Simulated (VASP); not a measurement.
# H2 in VASP: single point with HSE06

Aim: the single point of H2 with HSE06.

Everything below comes from runs of VASP 6.6.1. Logs are shortened: lines on timing, memory, paths and dates and some standing lists are left out, and cuts for length are marked.

## 1. The cell of the first run

The cell holds a molecule in a box, 2 atoms: a = 10.000 Å, b = 10.500 Å, c = 11.000 Å, α = 90.00°, β = 90.00°, γ = 90.00°.

## 2. Single point, HSE06

Input file POSCAR:

```
H
1.0
   10.0000000000      0.0000000000      0.0000000000
    0.0000000000     10.5000000000      0.0000000000
    0.0000000000      0.0000000000     11.0000000000
H
2
Direct
    0.5000000000      0.5000000000      0.4655152238
    0.5000000000      0.5000000000      0.5344847762
```

Input file INCAR.step1:

```
ALGO = Normal
EDIFF = 1E-5
ENCUT = 400
GGA = PE
GGA_COMPAT = False
ISIF = 2
ISMEAR = 0
LASPH = True
LCHARG = False
LREAL = False
LWAVE = True
NBANDS = 8
NELM = 120
NELMDL = -8
PREC = Accurate
SIGMA = 0.01
```

Input file INCAR.step2:

```
ALGO = Normal
EDIFF = 1E-6
ENCUT = 400
GGA = PE
GGA_COMPAT = False
HFSCREEN = 0.2079
ISIF = 2
ISMEAR = 0
ISTART = 1
LASPH = True
LCHARG = False
LHFCALC = True
LREAL = False
LWAVE = False
NBANDS = 8
NELM = 120
PREC = Accurate
PRECFOCK = Normal
SIGMA = 0.01
```

Input file KPOINTS:

```
k-points
0
Gamma
  1 1 1
```

Potentials or basis: VASP PAW PBE potentials, release 64 (H).

Started as:

```sh
> cat potpaw_PBE.64/H/POTCAR > POTCAR
> cp INCAR.step1 INCAR
> mpirun -np 1 vasp_gam > vasp.out
> cp INCAR.step2 INCAR
> mpirun -np 1 vasp_gam > vasp.out
```

OUTCAR:

```text
EDIFF = 1E-6
   ENCUT = 400
   GGA = PE
   HFSCREEN = 0.2079
   ISIF = 2
   ISMEAR = 0
   ISTART = 1
   LASPH = True
   LHFCALC = True
   LREAL = False
   NELM = 120
   PREC = Accurate
   PRECFOCK = Normal

 ion  position               nearest neighbor table
   1  0.500  0.500  0.466-   2 0.76
   2  0.500  0.500  0.534-   1 0.76

  LATTYP: Found a simple orthorhombic cell.
 ALAT       =    10.0000000000
 B/A-ratio  =     1.0500000000
 C/A-ratio  =     1.1000000000

  Lattice vectors:

 A1 = (  10.0000000000,   0.0000000000,   0.0000000000)
 A2 = (   0.0000000000,  10.5000000000,   0.0000000000)
 A3 = (   0.0000000000,   0.0000000000,  11.0000000000)

Analysis of symmetry for initial positions (statically):
=====================================================================
 Subroutine PRICEL returns:
 Original cell was already a primitive cell.

 Routine SETGRP: Setting up the symmetry group for a
 simple orthorhombic supercell.

 Subroutine GETGRP returns: Found  8 space group operations
 (whereof  8 operations were pure point group operations)
 out of a pool of  8 trial point group operations.

The static configuration has the point symmetry D_2h.

Analysis of symmetry for dynamics (positions and initial velocities):
=====================================================================
 Subroutine PRICEL returns:
 Original cell was already a primitive cell.

 Routine SETGRP: Setting up the symmetry group for a
 simple orthorhombic supercell.

 Subroutine GETGRP returns: Found  8 space group operations
 (whereof  8 operations were pure point group operations)
 out of a pool of  8 trial point group operations.

The dynamic configuration has the point symmetry D_2h.

 Subroutine INISYM returns: Found  8 space group operations
 (whereof  8 operations are pure point group operations),
 and found     1 'primitive' translations

----------------------------------------------------------------------------------------

                                     Primitive cell

  volume of cell :    1155.0000

  direct lattice vectors                    reciprocal lattice vectors
    10.000000000  0.000000000  0.000000000     0.100000000  0.000000000  0.000000000
     0.000000000 10.500000000  0.000000000     0.000000000  0.095238095  0.000000000
     0.000000000  0.000000000 11.000000000     0.000000000  0.000000000  0.090909091

  length of vectors
    10.000000000 10.500000000 11.000000000     0.100000000  0.095238095  0.090909091

  position of ions in fractional coordinates (direct lattice)
     0.500000000  0.500000000  0.465515224
     0.500000000  0.500000000  0.534484776

  ion indices of the primitive-cell ions
   primitive index   ion index
                 1           1
                 2           2

----------------------------------------------------------------------------------------

 KPOINTS: k-points

Automatic generation of k-mesh.
 Grid dimensions read from file:
 generate k-points for:    1    1    1

 Generating k-lattice:

  Cartesian coordinates                     Fractional coordinates (reciprocal lattice)
     0.100000000  0.000000000  0.000000000     1.000000000  0.000000000  0.000000000
     0.000000000  0.095238095  0.000000000     0.000000000  1.000000000  0.000000000
     0.000000000  0.000000000  0.090909091     0.000000000  0.000000000  1.000000000

  Length of vectors
     0.100000000  0.095238095  0.090909091

  Shift w.r.t. Gamma in fractional coordinates (k-lattice)
     0.000000000  0.000000000  0.000000000

 Subroutine IBZKPT returns following result:
 ===========================================

 Found      1 irreducible k-points:

 Following reciprocal coordinates:
            Coordinates               Weight
  0.000000  0.000000  0.000000      1.000000
   k-points           NKPTS =      1   k-points in BZ     NKDIM =      1   number of bands    NBANDS=      8
   number of dos      NEDOS =    301   number of ions     NIONS =      2
   total plane-waves  NPLWV = 352800
   dimension x,y,z NGX =    70 NGY =   70 NGZ =   72
   dimension x,y,z NGXF=   140 NGYF=  140 NGZF=  144
   ions per type =               2
   NGX,Y,Z   is equivalent  to a cutoff of  11.64, 11.08, 10.88 a.u.
   NGXF,Y,Z  is equivalent  to a cutoff of  23.27, 22.17, 21.76 a.u.
 SYSTEM =  unknown system
   PREC   = accura    normal or accurate (medium, high low for compatibility)
   ISTART =      1    job   : 0-new  1-cont  2-samecut
   ICHARG =      0    charge: 1-file 2-atom 10-const
   ISPIN  =      1    spin polarized calculation?
   LNONCOLLINEAR =      F non collinear calculations
   LSORBIT =      F    spin-orbit coupling
   LASPH  =      T    aspherical Exc in radial PAW
   ENCUT  =  400.0 eV  29.40 Ry    5.42 a.u.  16.31 17.12 17.94*2*pi/ulx,y,z
   NELM   =    120;   NELMIN=  2; NELMDL=  0     # of ELM steps
   EDIFF  = 0.1E-05   stopping-criterion for ELM
   LREAL  =      F    real-space projection
   EDIFFG = 0.1E-04   stopping-criterion for IOM
   NSW    =      0    number of steps for IOM
   IBRION =     -1    ionic relax: 0-MD 1-quasi-New 2-CG
   NFREE  =      0    steps in history (QN), initial steepest desc. (CG)
   ISIF   =      2    stress and relaxation
   ISYM   =      3    0-nonsym 1-usesym 2-fastsym
   POTIM  = 0.5000    time-step for ionic-motion
   TEBEG  =    0.0;   TEEND  =   0.0 temperature during run
   PSTRESS=    0.0 pullay stress
   NELECT =       2.0000    total number of electrons
   NUPDOWN=      -1.0000    fix difference up-down
   EMIN   =  10.00;   EMAX   =-10.00  energy-range for DOS
   EFERMI =   0.00;   METHOD = LEGACY
   ISMEAR =     0;   SIGMA  =   0.01  broadening in eV -4-tet -1-fermi 0-gaus
   EFERMI_NEDOS =   21; number of points for ismear=-14 and -15
   IALGO  =     38    algorithm
   IMIX   =      1    mixing-type and parameters
     AMIX     =   0.40;   BMIX     =  1.00
     AMIX_MAG =   1.60;   BMIX_MAG =  1.00
  volume/ion in A,a.u.               =     577.50      3897.16
  Fermi-wavevector in a.u.,A,eV,Ry     =   0.196588  0.371498  0.525823  0.038647
  Thomas-Fermi vector in A             =   0.945437
   LORBIT       =      0    0 simple, 1 ext, 2 COOP (PROOUT), +10 PAW based schemes
   GGA     = PE    functional components
   LHFCALC =     T    Hartree Fock is set to
   PRECFOCK=normal    Normal, Fast or Accurate (Low or Medium for compatibility)
   ENCUT4O =  -1.0   cutoff for four orbital integrals eV
   NKREDX  =     1    reduce k-point grid by
   NKREDY  =     1    reduce k-point grid by
   NKREDZ  =     1    reduce k-point grid by
   AEXX    =    0.2500 exact exchange contribution
   HFSCREEN=    0.2079 screening length (either q_TF or 0.3 A-1)
   HFSCREENC=   0.2079 screening length for correlation (either q_TF or 0.3 A-1)
   ENCUTFOCK=  -1.0 apply spherical cutoff to Coloumb kernel
   IVDW    =     0    specifies the selected vdW correction
   LEPSILON=     F    determine dielectric tensor
   LRPA    =     F    only Hartree local field effects (RPA)
 non-spin polarized calculation
 Gauss-broadening in eV      SIGMA  =   0.01
  energy-cutoff  :      400.00
  volume of cell :     1155.00
 maximum number of plane-waves:     10477
 NGX is ok and might be reduce to    70
  NGX = 50; NGY = 54; NGZ = 54

 number of electron       1.9999999 magnetization

 Free energy of the ion-electron system (eV)
  ---------------------------------------------------
  ext. energy  EPLUGINS =         0.00000000
  ---------------------------------------------------
  free energy    TOTEN  =        -7.80510579 eV

  energy without entropy =       -7.80510579  energy(sigma->0) =       -7.80510579

 E-fermi : -11.3860     XC(G=0):  -0.3984

 val. band max:      -11.4615445851   @ k =   0.0000   0.0000   0.0000
 cond. band min:      -0.2171398964   @ k =   0.0000   0.0000   0.0000
 fundamental gap:     11.2444046887
 Fermi energy:       -11.3859845046

 k-point     1 :       0.0000    0.0000    0.0000
  band No.  band energies     occupation
      1     -11.4615      2.00000
      2      -0.2171      0.00000
      3       0.4556      0.00000
      4       0.8941      0.00000
      5       1.0001      0.00000
      6       1.0555      0.00000
      7       1.1721      0.00000
      8       1.3092      0.00000

------------------------ aborting loop because EDIFF is reached ----------------------------------------

  FORCE on cell =-STRESS in cart. coord.  units (eV):
  Direction    XX          YY          ZZ          XY          YZ          ZX
  --------------------------------------------------------------------------------------
  -------------------------------------------------------------------------------------
  Total       -0.1104722     -0.1128103     -0.4925464      0.0000000      0.0000000      0.0000000
  in kB       -0.1532433     -0.1564867     -0.6832439      0.0000000      0.0000000      0.0000000
  external PRESSURE =      -0.3309913 kB  Pullay stress =       0.0000000 kB

 VOLUME and BASIS-vectors are now :
 -----------------------------------------------------------------------------
  energy-cutoff  :      400.00
  volume of cell :     1155.00
      direct lattice vectors                 reciprocal lattice vectors
    10.000000000  0.000000000  0.000000000     0.100000000  0.000000000  0.000000000
     0.000000000 10.500000000  0.000000000     0.000000000  0.095238095  0.000000000
     0.000000000  0.000000000 11.000000000     0.000000000  0.000000000  0.090909091

 POSITION                                       TOTAL-FORCE (eV/Angst)
 -----------------------------------------------------------------------------------
      5.00000      5.25000      5.12067         0.000000      0.000000      0.459091
      5.00000      5.25000      5.87933         0.000000      0.000000     -0.459091
 -----------------------------------------------------------------------------------
    total drift:                                0.000000      0.000000     -0.000000

  FREE ENERGIE OF THE ION-ELECTRON SYSTEM (eV)
  ---------------------------------------------------
  free  energy   TOTEN  =        -7.8051057896 eV

  energy  without entropy=       -7.8051057896  energy(sigma->0) =       -7.80510579
```

Run time: 1.9 min. Hardware: 1 thread of Intel Xeon 8259CL, shared host; peak memory 0.76 GiB.

What came out:

* Free energy: -7.8051 eV
* Largest force: 0.459 eV/Å
* Gap between the frontier levels: 11.24 eV

Forces on the atoms (eV/Å):
```
H    0.000  0.000  0.459
H    0.000  0.000 -0.459
```

Caveat: the PAW data sets were made with another functional, which shifts forces and pressure a little.
